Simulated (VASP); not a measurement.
# BN (F-43m) in VASP: notebook

BN is run at these levels: PBE; tasks: density of states, vibrations by perturbation theory.

Everything below comes from runs of VASP 6.6.1. Logs are shortened: lines on timing, memory, paths and dates and some standing lists are left out, and cuts for length are marked.

## 1. The cell of the first run

Symmetry: F-43m, No. 216, cubic system. The conventional cell has a = 3.625 Å, b = 3.625 Å, c = 3.625 Å, α = 90.00°, β = 90.00°, γ = 90.00°. Within 2.1 Å of B (site symmetry -43m) lie 4 N at 1.57 Å. N (site symmetry -43m) has 4 B at 1.57 Å within 2.1 Å.

## 2. Density of states, PBE

POSCAR reads:

```
BN
1.0
    0.0000000000      1.8123266330      1.8123266330
    1.8123266330      0.0000000000      1.8123266330
    1.8123266330      1.8123266330      0.0000000000
B N
1 1
Direct
    0.0000000000      0.0000000000      0.0000000000
    0.2500000000      0.2500000000      0.2500000000
```

INCAR.step1 reads:

```
PREC     = Accurate       # precision mode
ENCUT    = 520            # plane-wave cutoff, eV
EDIFF    = 1E-6           # SCF threshold, eV
ISMEAR   = 0              # smearing method
SIGMA    = 0.02           # smearing width, eV
LREAL    = F              # projectors in reciprocal space
LASPH    = T              # aspherical terms in the spheres
NELM     = 60             # most SCF steps
ALGO     = Normal         # electronic algorithm
ISIF     = 2              # what is computed and relaxed
LWAVE    = F              # write WAVECAR
LCHARG   = T              # write CHGCAR
GGA      = PE             # functional
NBANDS   = 11             # bands
```

KPOINTS.step1 reads:

```
regular mesh
0
Gamma
  12 12 12
```

INCAR.step2 reads:

```
PREC     = Accurate       # precision mode
ENCUT    = 520            # plane-wave cutoff, eV
EDIFF    = 1E-6           # SCF threshold, eV
ISMEAR   = -5             # smearing method
SIGMA    = 0.02           # smearing width, eV
LREAL    = F              # projectors in reciprocal space
LASPH    = T              # aspherical terms in the spheres
NELM     = 60             # most SCF steps
ALGO     = Normal         # electronic algorithm
ISIF     = 2              # what is computed and relaxed
LWAVE    = F              # write WAVECAR
LCHARG   = F              # write CHGCAR
GGA      = PE             # functional
LORBIT   = 11             # projections on sites
NBANDS   = 11             # bands
NEDOS    = 2001           # points of the DOS
ICHARG   = 11             # starting density
```

KPOINTS.step2 reads:

```
regular mesh
0
Gamma
  18 18 18
```

Potentials or basis: VASP PAW PBE potentials, release 64 (B, N).

Started as:

```console
$ cat potpaw_PBE.64/B/POTCAR potpaw_PBE.64/N/POTCAR > POTCAR
$ cp INCAR.step1 INCAR
$ cp KPOINTS.step1 KPOINTS
$ mpirun -np 1 vasp_std > vasp.out
$ cp INCAR.step2 INCAR
$ cp KPOINTS.step2 KPOINTS
$ mpirun -np 1 vasp_std > vasp.out
```

OUTCAR:

```text
PREC = Accurate
   ENCUT = 520
   EDIFF = 1E-6
   ISMEAR = -5
   LREAL = F
   LASPH = T
   NELM = 60
   ISIF = 2
   GGA = PE
   LORBIT = 11
   ICHARG = 11

 ion  position               nearest neighbor table
   1  0.000  0.000  0.000-   2 1.57   2 1.57   2 1.57   2 1.57
   2  0.250  0.250  0.250-   1 1.57   1 1.57   1 1.57   1 1.57

  LATTYP: Found a face centered cubic cell.
 ALAT       =     3.6246532660

  Lattice vectors:

 A1 = (   0.0000000000,   1.8123266330,   1.8123266330)
 A2 = (   1.8123266330,   0.0000000000,   1.8123266330)
 A3 = (   1.8123266330,   1.8123266330,   0.0000000000)

Analysis of symmetry for initial positions (statically):
=====================================================================
 Subroutine PRICEL returns:
 Original cell was already a primitive cell.

 Routine SETGRP: Setting up the symmetry group for a
 face centered cubic supercell.

 Subroutine GETGRP returns: Found 24 space group operations
 (whereof 24 operations were pure point group operations)
 out of a pool of 48 trial point group operations.

The static configuration has the point symmetry T_d .

Analysis of symmetry for dynamics (positions and initial velocities):
=====================================================================
 Subroutine PRICEL returns:
 Original cell was already a primitive cell.

 Routine SETGRP: Setting up the symmetry group for a
 face centered cubic supercell.

 Subroutine GETGRP returns: Found 24 space group operations
 (whereof 24 operations were pure point group operations)
 out of a pool of 48 trial point group operations.

The dynamic configuration has the point symmetry T_d .

 Subroutine INISYM returns: Found 24 space group operations
 (whereof 24 operations are pure point group operations),
 and found     1 'primitive' translations

----------------------------------------------------------------------------------------

                                     Primitive cell

  volume of cell :      11.9053

  direct lattice vectors                    reciprocal lattice vectors
     0.000000000  1.812326633  1.812326633    -0.275888458  0.275888458  0.275888458
     1.812326633  0.000000000  1.812326633     0.275888458 -0.275888458  0.275888458
     1.812326633  1.812326633  0.000000000     0.275888458  0.275888458 -0.275888458

  length of vectors
     2.563016904  2.563016904  2.563016904     0.477852826  0.477852826  0.477852826

  position of ions in fractional coordinates (direct lattice)
     0.000000000  0.000000000  0.000000000
     0.250000000  0.250000000  0.250000000

  ion indices of the primitive-cell ions
   primitive index   ion index
                 1           1
                 2           2

----------------------------------------------------------------------------------------

 KPOINTS: regular mesh

Automatic generation of k-mesh.
 Grid dimensions read from file:
 generate k-points for:   18   18   18

 Generating k-lattice:

  Cartesian coordinates                     Fractional coordinates (reciprocal lattice)
    -0.015327137  0.015327137  0.015327137     0.055555556  0.000000000  0.000000000
     0.015327137 -0.015327137  0.015327137     0.000000000  0.055555556  0.000000000
     0.015327137  0.015327137 -0.015327137     0.000000000  0.000000000  0.055555556

  Length of vectors
     0.026547379  0.026547379  0.026547379

  Shift w.r.t. Gamma in fractional coordinates (k-lattice)
     0.000000000  0.000000000  0.000000000

 TETIRR: Found    806 inequivalent tetrahedra from    34992

 Subroutine IBZKPT returns following result:
 ===========================================

 Found    195 irreducible k-points:

 Following reciprocal coordinates:
            Coordinates               Weight
  0.000000  0.000000  0.000000      1.000000
  0.055556  0.000000  0.000000      8.000000
  0.111111  0.000000  0.000000      8.000000
  0.166667  0.000000  0.000000      8.000000
  0.222222  0.000000  0.000000      8.000000
  0.277778  0.000000  0.000000      8.000000
[... 16 lines left out ...]
 -0.277778  0.055556  0.000000     24.000000
 -0.222222  0.055556  0.000000     24.000000
 [... further k-points ...]
   k-points           NKPTS =    195   k-points in BZ     NKDIM =    195   number of bands    NBANDS=     11
   number of dos      NEDOS =   2001   number of ions     NIONS =      2
   total plane-waves  NPLWV =   8000
   dimension x,y,z NGX =    20 NGY =   20 NGZ =   20
   dimension x,y,z NGXF=    40 NGYF=   40 NGZF=   40
   ions per type =               1   1
   NGX,Y,Z   is equivalent  to a cutoff of  12.97, 12.97, 12.97 a.u.
   NGXF,Y,Z  is equivalent  to a cutoff of  25.95, 25.95, 25.95 a.u.
 SYSTEM =  unknown system
   PREC   = accura    normal or accurate (medium, high low for compatibility)
   ISTART =      0    job   : 0-new  1-cont  2-samecut
   ICHARG =     11    charge: 1-file 2-atom 10-const
   ISPIN  =      1    spin polarized calculation?
   LNONCOLLINEAR =      F non collinear calculations
   LSORBIT =      F    spin-orbit coupling
   LASPH  =      T    aspherical Exc in radial PAW
   ENCUT  =  520.0 eV  38.22 Ry    6.18 a.u.   4.77  4.77  4.77*2*pi/ulx,y,z
   NELM   =     60;   NELMIN=  2; NELMDL=  0     # of ELM steps
   EDIFF  = 0.1E-05   stopping-criterion for ELM
   LREAL  =      F    real-space projection
   EDIFFG = 0.1E-04   stopping-criterion for IOM
   NSW    =      0    number of steps for IOM
   IBRION =     -1    ionic relax: 0-MD 1-quasi-New 2-CG
   NFREE  =      0    steps in history (QN), initial steepest desc. (CG)
   ISIF   =      2    stress and relaxation
   ISYM   =      2    0-nonsym 1-usesym 2-fastsym
   POTIM  = 0.5000    time-step for ionic-motion
   TEBEG  =    0.0;   TEEND  =   0.0 temperature during run
   PSTRESS=    0.0 pullay stress
   NELECT =       8.0000    total number of electrons
   NUPDOWN=      -1.0000    fix difference up-down
   EMIN   =  10.00;   EMAX   =-10.00  energy-range for DOS
   EFERMI =   0.00;   METHOD = LEGACY
   ISMEAR =    -5;   SIGMA  =   0.02  broadening in eV -4-tet -1-fermi 0-gaus
   EFERMI_NEDOS =   21; number of points for ismear=-14 and -15
   IALGO  =     38    algorithm
   IMIX   =      4    mixing-type and parameters
     AMIX     =   0.40;   BMIX     =  1.00
     AMIX_MAG =   1.60;   BMIX_MAG =  1.00
  volume/ion in A,a.u.               =       5.95        40.17
  Fermi-wavevector in a.u.,A,eV,Ry     =   1.433920  2.709717 27.975313  2.056128
  Thomas-Fermi vector in A             =   2.553386
   LORBIT       =     11    0 simple, 1 ext, 2 COOP (PROOUT), +10 PAW based schemes
   GGA     = PE    functional components
   LHFCALC =     F    Hartree Fock is set to
   AEXX    =    0.0000 exact exchange contribution
   IVDW    =     0    specifies the selected vdW correction
   LEPSILON=     F    determine dielectric tensor
   LRPA    =     F    only Hartree local field effects (RPA)
 non-spin polarized calculation
 Fermi weights with tetrahedron method with Bloechl corrections
  energy-cutoff  :      520.00
  volume of cell :       11.91
 maximum number of plane-waves:       332

 number of electron       7.9999999 magnetization

 Free energy of the ion-electron system (eV)
  ---------------------------------------------------
  ext. energy  EPLUGINS =         0.00000000
  ---------------------------------------------------
  free energy    TOTEN  =       -17.45099962 eV

  energy without entropy =      -17.45099962  energy(sigma->0) =      -17.45099962

 E-fermi :   7.3212     XC(G=0): -12.7826

 val. band max:        7.3047169942   @ k =   0.0000   0.0000   0.0000
 cond. band min:      11.7555542277   @ k =   0.5000   0.5000   0.0000
 fundamental gap:      4.4508372335
 Fermi energy:         7.3212329982

 k-point     1 :       0.0000    0.0000    0.0000
  band No.  band energies     occupation
      1     -12.8353      2.00000
      2       7.3047      2.00000
      3       7.3047      2.00000
      4       7.3047      2.00000
      5      16.0865      0.00000
      6      16.0865      0.00000
      7      16.0865      0.00000
      8      17.5242      0.00000
      9      31.9070      0.00000
     10      34.9759      0.00000
     11      34.9764      0.00000

 k-point     2 :       0.0556    0.0000    0.0000
  band No.  band energies     occupation
      1     -12.7605      2.00000
      2       6.8817      2.00000
      3       7.2226      2.00000
      4       7.2226      2.00000
      5      16.1893      0.00000
      6      16.2116      0.00000
      7      16.2116      0.00000
      8      17.7830      0.00000
      9      31.8254      0.00000
     10      33.5073      0.00000
     11      33.5073      0.00000

 k-point     3 :       0.1111    0.0000    0.0000
  band No.  band energies     occupation
      1     -12.5374      2.00000
      2       5.7827      2.00000
      3       6.9994      2.00000
      4       6.9994      2.00000
      5      16.3839      0.00000
      6      16.5467      0.00000
      7      16.5467      0.00000
      8      18.4955      0.00000
      9      31.5745      0.00000
     10      32.1515      0.00000
     11      32.1515      0.00000

 k-point     4 :       0.1667    0.0000    0.0000
  band No.  band energies     occupation
      1     -12.1698      2.00000
      2       4.3093      2.00000
      3       6.6897      2.00000
      4       6.6897      2.00000
      5      16.5801      0.00000
      6      16.9901      0.00000
      7      16.9901      0.00000
      8      19.4305      0.00000
      9      31.1952      0.00000
     10      31.2336      0.00000
     11      31.2336      0.00000

 k-point     5 :       0.2222    0.0000    0.0000
  band No.  band energies     occupation
      1     -11.6656      2.00000
      2       2.6834      2.00000
      3       6.3511      2.00000
      4       6.3511      2.00000
      5      16.7734      0.00000
      6      17.4187      0.00000
      7      17.4187      0.00000
      8      20.3549      0.00000
      9      30.8097      0.00000
     10      30.8269      0.00000
     11      30.8269      0.00000
[... 211 lines left out ...]
 k-point    21 :      -0.3889    0.0556    0.0000
  band No.  band energies     occupation
      1      -9.2808      2.00000
      2      -2.2195      2.00000
      3       5.0769      2.00000
      4       5.5507      2.00000
      5      17.4758      0.00000
      6      17.9910      0.00000
      7      18.0130      0.00000
      8      22.3047      0.00000
      9      30.2345      0.00000
     10      32.0631      0.00000
     11      33.8730      0.00000

 k-point    22 :      -0.3333    0.0556    0.0000
  band No.  band energies     occupation
      1     -10.0116      2.00000
      2      -0.9511      2.00000
      3       5.1829      2.00000
      4       5.8114      2.00000
      5      17.3664      0.00000
      6      17.8811      0.00000
      7      18.0728      0.00000
      8      21.8844      0.00000
      9      30.1190      0.00000
     10      30.8763      0.00000
     11      33.3676      0.00000

 k-point    23 :      -0.2778    0.0556    0.0000
  band No.  band energies     occupation
      1     -10.7471      2.00000
      2       0.5439      2.00000
      3       5.3788      2.00000
      4       6.1261      2.00000
      5      17.2004      0.00000
      6      17.6651      0.00000
      7      18.0624      0.00000
      8      21.3101      0.00000
      9      30.0138      0.00000
     10      30.0454      0.00000
     11      32.9169      0.00000

 k-point    24 :      -0.2222    0.0556    0.0000
  band No.  band energies     occupation
      1     -11.4062      2.00000
      2       2.1483      2.00000
      3       5.6557      2.00000
      4       6.4692      2.00000
      5      16.9928      0.00000
      6      17.3351      0.00000
      7      17.8854      0.00000
      8      20.6073      0.00000
      9      29.7196      0.00000
     10      30.0042      0.00000
     11      32.8173      0.00000

 [... further k-points ...]
[... 5 lines left out ...]
  --------------------------------------------------------------------------------------
  -------------------------------------------------------------------------------------
  Total        0.0184083      0.0184083      0.0184083      0.0000000      0.0000000      0.0000000
  in kB        2.4773399      2.4773399      2.4773399      0.0000000      0.0000000      0.0000000
  external PRESSURE =       2.4773399 kB  Pullay stress =       0.0000000 kB

 VOLUME and BASIS-vectors are now :
 -----------------------------------------------------------------------------
  energy-cutoff  :      520.00
  volume of cell :       11.91
      direct lattice vectors                 reciprocal lattice vectors
     0.000000000  1.812326633  1.812326633    -0.275888458  0.275888458  0.275888458
     1.812326633  0.000000000  1.812326633     0.275888458 -0.275888458  0.275888458
     1.812326633  1.812326633  0.000000000     0.275888458  0.275888458 -0.275888458

 POSITION                                       TOTAL-FORCE (eV/Angst)
 -----------------------------------------------------------------------------------
      0.00000      0.00000      0.00000        -0.000000     -0.000000     -0.000000
      0.90616      0.90616      0.90616         0.000000      0.000000      0.000000
 -----------------------------------------------------------------------------------
    total drift:                                0.000000      0.000000      0.000000

  FREE ENERGIE OF THE ION-ELECTRON SYSTEM (eV)
  ---------------------------------------------------
  free  energy   TOTEN  =       -17.4509996198 eV

  energy  without entropy=      -17.4509996198  energy(sigma->0) =      -17.45099962

 total charge

# of ion       s       p       d       tot
------------------------------------------
    1        0.675   1.349   0.000   2.024
    2        1.213   2.756   0.000   3.968
--------------------------------------------------
tot          1.888   4.105   0.000   5.992
```

Run time: 14 s. Hardware: 1 thread of Intel Xeon 6975P-C (Granite Rapids), shared host; peak memory 0.13 GiB.

What came out:

```
Valence electrons inside the program's atomic spheres : B 2.02; N 3.97
```

(Part 1 of 2 ends here.)
